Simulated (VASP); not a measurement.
# In3Pt2 (P-3m1) in VASP: single point with LDA

Aim: the single point of In3Pt2 with LDA.

Everything below comes from runs of VASP 6.6.1. Logs are shortened: lines on timing, memory, paths and dates and some standing lists are left out, and cuts for length are marked.

### 1 The cell of the first run

The structure is trigonal, space group P-3m1 (No. 164). Conventional cell: a = 4.572 Å, b = 4.572 Å, c = 5.576 Å, α = 90.00°, β = 90.00°, γ = 120.00°. In (site symmetry -3m) has 6 Pt at 2.79 Å and 6 In at 3.28 Å within 3.7 Å. In (site symmetry 3m) has 5 Pt at 2.72 to 2.86 Å and 6 In at 3.13 to 3.28 Å within 3.6 Å. Within 3.6 Å of Pt (site symmetry 3m) lie 8 In at 2.72 to 2.86 Å and 3 Pt at 3.20 Å.

### 2 Single point, LDA

Contents of INCAR:

```
SYSTEM = In3Pt2
ALGO     = Normal         ! electronic algorithm
EDIFF    = 1E-6           ! SCF threshold, eV
ENCUT    = 520            ! plane-wave cutoff, eV
ISIF     = 2              ! what is computed and relaxed
ISMEAR   = 1              ! smearing method
LASPH    = .TRUE.         ! aspherical terms in the spheres
LCHARG   = .TRUE.         ! write CHGCAR
LELF     = .TRUE.         ! ELF
LREAL    = .FALSE.        ! projectors in reciprocal space
LVHAR    = .TRUE.       
LWAVE    = .FALSE.        ! write WAVECAR
NBANDS   = 38             ! bands
NELM     = 80             ! most SCF steps
PREC     = Accurate       ! precision mode
SIGMA    = 0.1            ! smearing width, eV
```

Contents of KPOINTS:

```
k-points
0
G
  6 6 4
  0 0 0
```

Contents of POSCAR:

```
In3Pt2
1.0
    4.5722570000      0.0000000000      0.0000000000
   -2.2861290000      3.9596910000      0.0000000000
    0.0000000000      0.0000000000      5.5763760000
In Pt
3 2
Direct
    0.0000000000      0.0000000000      0.0000000000
    0.6666666667      0.3333333333      0.3496740000
    0.3333333333      0.6666666667      0.6503260000
    0.6666666667      0.3333333333      0.8371700000
    0.3333333333      0.6666666667      0.1628300000
```

Potentials or basis: VASP PAW LDA potentials, release 64 (In_d, Pt).

Run with:

```
> cat potpaw_LDA.64/In_d/POTCAR potpaw_LDA.64/Pt/POTCAR > POTCAR
> mpirun -np 1 vasp_std > vasp.out
```

OUTCAR:

```text
SYSTEM = In3Pt2
   EDIFF = 1E-6
   ENCUT = 520
   ISIF = 2
   ISMEAR = 1
   LASPH = .TRUE.
   LREAL = .FALSE.
   NELM = 80
   PREC = Accurate

 ion  position               nearest neighbor table
   1  0.000  0.000  0.000-   4 2.79   5 2.79   4 2.79   5 2.79   4 2.79   5 2.79   3 3.28   2 3.28
                             2 3.28   3 3.28   2 3.28   3 3.28
   2  0.667  0.333  0.350-   4 2.72   5 2.84   5 2.84   5 2.84   4 2.86   3 3.13   3 3.13   3 3.13
                             1 3.28   1 3.28   1 3.28
   3  0.333  0.667  0.650-   5 2.72   4 2.84   4 2.84   4 2.84   5 2.86   2 3.13   2 3.13   2 3.13
                             1 3.28   1 3.28   1 3.28
   4  0.667  0.333  0.837-   2 2.72   1 2.79   1 2.79   1 2.79   3 2.84   3 2.84   3 2.84   2 2.86
                             5 3.20   5 3.20   5 3.20
   5  0.333  0.667  0.163-   3 2.72   1 2.79   1 2.79   1 2.79   2 2.84   2 2.84   2 2.84   3 2.86
                             4 3.20   4 3.20   4 3.20

  LATTYP: Found a hexagonal cell.
 ALAT       =     4.5722570000
 C/A-ratio  =     1.2196112336

  Lattice vectors:

 A1 = (   4.5722570000,   0.0000000000,   0.0000000000)
 A2 = (  -2.2861290000,   3.9596910000,   0.0000000000)
 A3 = (   0.0000000000,   0.0000000000,   5.5763760000)

Analysis of symmetry for initial positions (statically):
=====================================================================
 Subroutine PRICEL returns:
 Original cell was already a primitive cell.

 Routine SETGRP: Setting up the symmetry group for a
 hexagonal supercell.

 Subroutine GETGRP returns: Found 12 space group operations
 (whereof 12 operations were pure point group operations)
 out of a pool of 24 trial point group operations.

The static configuration has the point symmetry D_3d.

Analysis of symmetry for dynamics (positions and initial velocities):
=====================================================================
 Subroutine PRICEL returns:
 Original cell was already a primitive cell.

 Routine SETGRP: Setting up the symmetry group for a
 hexagonal supercell.

 Subroutine GETGRP returns: Found 12 space group operations
 (whereof 12 operations were pure point group operations)
 out of a pool of 24 trial point group operations.

The dynamic configuration has the point symmetry D_3d.

 Subroutine INISYM returns: Found 12 space group operations
 (whereof 12 operations are pure point group operations),
 and found     1 'primitive' translations

----------------------------------------------------------------------------------------

                                     Primitive cell

  volume of cell :     100.9588

  direct lattice vectors                    reciprocal lattice vectors
     4.572257000  0.000000000  0.000000000     0.218710366  0.126272507  0.000000000
    -2.286129000  3.959691000  0.000000000     0.000000000  0.252544959  0.000000000
     0.000000000  0.000000000  5.576376000     0.000000000  0.000000000  0.179327936

  length of vectors
     4.572257000  4.572257497  5.576376000     0.252544986  0.252544959  0.179327936

  position of ions in fractional coordinates (direct lattice)
     0.000000000  0.000000000  0.000000000
     0.666666667  0.333333333  0.349674000
     0.333333333  0.666666667  0.650326000
     0.666666667  0.333333333  0.837170000
     0.333333333  0.666666667  0.162830000

  ion indices of the primitive-cell ions
   primitive index   ion index
                 1           1
                 2           2
                 3           3
                 4           4
                 5           5

----------------------------------------------------------------------------------------

 KPOINTS: k-points

Automatic generation of k-mesh.
 Grid dimensions read from file:
 generate k-points for:    6    6    4

 Generating k-lattice:

  Cartesian coordinates                     Fractional coordinates (reciprocal lattice)
     0.036451728  0.021045418  0.000000000     0.166666667 -0.000000000  0.000000000
     0.000000000  0.042090826  0.000000000     0.000000000  0.166666667  0.000000000
     0.000000000  0.000000000  0.044831984     0.000000000  0.000000000  0.250000000

  Length of vectors
     0.042090831  0.042090826  0.044831984

  Shift w.r.t. Gamma in fractional coordinates (k-lattice)
     0.000000000  0.000000000  0.000000000

 Subroutine IBZKPT returns following result:
 ===========================================

 Found     24 irreducible k-points:

 Following reciprocal coordinates:
            Coordinates               Weight
  0.000000  0.000000  0.000000      1.000000
  0.166667 -0.000000  0.000000      6.000000
  0.333333 -0.000000  0.000000      6.000000
  0.500000  0.000000  0.000000      3.000000
  0.166667  0.166667  0.000000      6.000000
  0.333333  0.166667  0.000000     12.000000
[... 16 lines left out ...]
  0.333333  0.166667  0.500000     12.000000
  0.333333  0.333333  0.500000      2.000000
   k-points           NKPTS =     24   k-points in BZ     NKDIM =     24   number of bands    NBANDS=     38
   number of dos      NEDOS =    301   number of ions     NIONS =      5
   total plane-waves  NPLWV =  54432
   dimension x,y,z NGX =    36 NGY =   36 NGZ =   42
   dimension x,y,z NGXF=    72 NGYF=   72 NGZF=   84
   ions per type =               3   2
   NGX,Y,Z   is equivalent  to a cutoff of  13.09, 13.09, 12.52 a.u.
   NGXF,Y,Z  is equivalent  to a cutoff of  26.18, 26.18, 25.04 a.u.
 SYSTEM =  In3Pt2
   PREC   = accura    normal or accurate (medium, high low for compatibility)
   ISTART =      0    job   : 0-new  1-cont  2-samecut
   ICHARG =      2    charge: 1-file 2-atom 10-const
   ISPIN  =      1    spin polarized calculation?
   LNONCOLLINEAR =      F non collinear calculations
   LSORBIT =      F    spin-orbit coupling
   LASPH  =      T    aspherical Exc in radial PAW
   ENCUT  =  520.0 eV  38.22 Ry    6.18 a.u.   8.50  8.50 10.37*2*pi/ulx,y,z
   NELM   =     80;   NELMIN=  2; NELMDL= -5     # of ELM steps
   EDIFF  = 0.1E-05   stopping-criterion for ELM
   LREAL  =      F    real-space projection
[... 7 lines left out ...]
   TEBEG  =    0.0;   TEEND  =   0.0 temperature during run
   PSTRESS=    0.0 pullay stress
   NELECT =      59.0000    total number of electrons
   NUPDOWN=      -1.0000    fix difference up-down
   EMIN   =  10.00;   EMAX   =-10.00  energy-range for DOS
   EFERMI =   0.00;   METHOD = LEGACY
   ISMEAR =     1;   SIGMA  =   0.10  broadening in eV -4-tet -1-fermi 0-gaus
   EFERMI_NEDOS =   21; number of points for ismear=-14 and -15
   IALGO  =     38    algorithm
   IMIX   =      4    mixing-type and parameters
     AMIX     =   0.40;   BMIX     =  1.00
     AMIX_MAG =   1.60;   BMIX_MAG =  1.00
  volume/ion in A,a.u.               =      20.19       136.26
  Fermi-wavevector in a.u.,A,eV,Ry     =   1.368708  2.586483 25.488636  1.873362
  Thomas-Fermi vector in A             =   2.494648
   LORBIT       =      0    0 simple, 1 ext, 2 COOP (PROOUT), +10 PAW based schemes
   GGA     = CA    functional components
   LHFCALC =     F    Hartree Fock is set to
   AEXX    =    0.0000 exact exchange contribution
   IVDW    =     0    specifies the selected vdW correction
   LEPSILON=     F    determine dielectric tensor
   LRPA    =     F    only Hartree local field effects (RPA)
 non-spin polarized calculation
 Methfessel and Paxton  Order N= 1 SIGMA  =   0.10
  energy-cutoff  :      520.00
  volume of cell :      100.96
 maximum number of plane-waves:      2775
 NGX is ok and might be reduce to    36
   NGX = 17   NGY = 17   NGZ = 21

 number of electron      58.9999987 magnetization

 Free energy of the ion-electron system (eV)
  ---------------------------------------------------
  ext. energy  EPLUGINS =         0.00000000
  ---------------------------------------------------
  free energy    TOTEN  =       -27.17785158 eV

  energy without entropy =      -27.17766387  energy(sigma->0) =      -27.17778901

 E-fermi :   9.1714     XC(G=0): -11.7374

 val. band max:        9.0836651846   @ k =   0.3333   0.3333   0.5000
 cond. band min:       9.1850455387   @ k =   0.1667  -0.0000   0.5000
 fundamental gap:      0.1013803541
 Fermi energy:         9.1713782756

 k-point     1 :       0.0000    0.0000    0.0000
  band No.  band energies     occupation
      1      -5.7725      2.00000
      2      -5.7725      2.00000
      3      -5.5943      2.00000
      4      -5.5862      2.00000
      5      -5.5474      2.00000
      6      -5.5474      2.00000
[... 30 lines left out ...]
     37      14.0579      0.00000
     38      15.4458      0.00000

 k-point     2 :       0.1667   -0.0000    0.0000
  band No.  band energies     occupation
      1      -5.7476      2.00000
      2      -5.7204      2.00000
      3      -5.6353      2.00000
      4      -5.6038      2.00000
      5      -5.5446      2.00000
      6      -5.5177      2.00000
[... 30 lines left out ...]
     37      14.2441      0.00000
     38      14.6733      0.00000

 k-point     3 :       0.3333   -0.0000    0.0000
  band No.  band energies     occupation
      1      -5.6983      2.00000
      2      -5.6811      2.00000
      3      -5.5911      2.00000
      4      -5.5716      2.00000
      5      -5.5278      2.00000
      6      -5.5217      2.00000
[... 30 lines left out ...]
     37      15.0052      0.00000
     38      15.8602      0.00000

 k-point     4 :       0.5000    0.0000    0.0000
  band No.  band energies     occupation
      1      -5.7261      2.00000
      2      -5.5979      2.00000
      3      -5.5846      2.00000
      4      -5.5729      2.00000
      5      -5.5182      2.00000
      6      -5.5112      2.00000
[... 30 lines left out ...]
     37      15.1265      0.00000
     38      18.4600      0.00000
[... 703 lines left out ...]
      4      -5.5773      2.00000
      5      -5.5464      2.00000
      6      -5.4803      2.00000
[... 30 lines left out ...]
     37      14.9274      0.00000
     38      17.1240      0.00000

 k-point    23 :       0.3333    0.1667    0.5000
  band No.  band energies     occupation
      1      -5.6768      2.00000
      2      -5.6147      2.00000
      3      -5.5853      2.00000
      4      -5.5427      2.00000
      5      -5.5194      2.00000
      6      -5.5023      2.00000
[... 30 lines left out ...]
     37      16.4420      0.00000
     38      16.6039      0.00000

 k-point    24 :       0.3333    0.3333    0.5000
  band No.  band energies     occupation
      1      -5.5902      2.00000
      2      -5.5902      2.00000
      3      -5.5896      2.00000
      4      -5.5513      2.00000
      5      -5.5513      2.00000
      6      -5.5147      2.00000
[... 30 lines left out ...]
     37      15.9325      0.00000
     38      16.5571      0.00000

------------------------ aborting loop because EDIFF is reached ----------------------------------------

  FORCE on cell =-STRESS in cart. coord.  units (eV):
  Direction    XX          YY          ZZ          XY          YZ          ZX
  --------------------------------------------------------------------------------------
  -------------------------------------------------------------------------------------
  Total       -2.8704323     -2.8704327     -4.1248429      0.0000004      0.0000000     -0.0000000
  in kB      -45.5526772    -45.5526838    -65.4597008      0.0000058      0.0000000     -0.0000000
  external PRESSURE =     -52.1883539 kB  Pullay stress =       0.0000000 kB

 VOLUME and BASIS-vectors are now :
 -----------------------------------------------------------------------------
  energy-cutoff  :      520.00
  volume of cell :      100.96
      direct lattice vectors                 reciprocal lattice vectors
     4.572257000  0.000000000  0.000000000     0.218710366  0.126272507  0.000000000
    -2.286129000  3.959691000  0.000000000     0.000000000  0.252544959  0.000000000
     0.000000000  0.000000000  5.576376000     0.000000000  0.000000000  0.179327936

 POSITION                                       TOTAL-FORCE (eV/Angst)
 -----------------------------------------------------------------------------------
      0.00000      0.00000      0.00000        -0.000000     -0.000000      0.000000
      2.28613      1.31990      1.94991        -0.000000      0.000000     -0.111784
     -0.00000      2.63979      3.62646         0.000000     -0.000000      0.111784
      2.28613      1.31990      4.66837        -0.000000      0.000000      0.099535
     -0.00000      2.63979      0.90800         0.000000      0.000000     -0.099535
 -----------------------------------------------------------------------------------
    total drift:                               -0.000000      0.000000     -0.000000

  FREE ENERGIE OF THE ION-ELECTRON SYSTEM (eV)
  ---------------------------------------------------
  free  energy   TOTEN  =       -27.1778515843 eV

  energy  without entropy=      -27.1776638665  energy(sigma->0) =      -27.17778901
```

Wall time 78 s (1 thread of AMD EPYC 7R13 (Zen 3), shared host); peak memory 0.2 GiB.

Results:

```yaml
Free_energy: -27.1779 eV
Pressure: -5.2 GPa
Largest_force: 0.112 eV/Å
```

Forces on the atoms (eV/Å):
```
In   0.000  0.000  0.000
In   0.000  0.000 -0.112
In   0.000  0.000  0.112
Pt   0.000  0.000  0.100
Pt   0.000  0.000 -0.100
```

Caveat: spin-orbit coupling is left out, which moves the levels of the heavy elements.
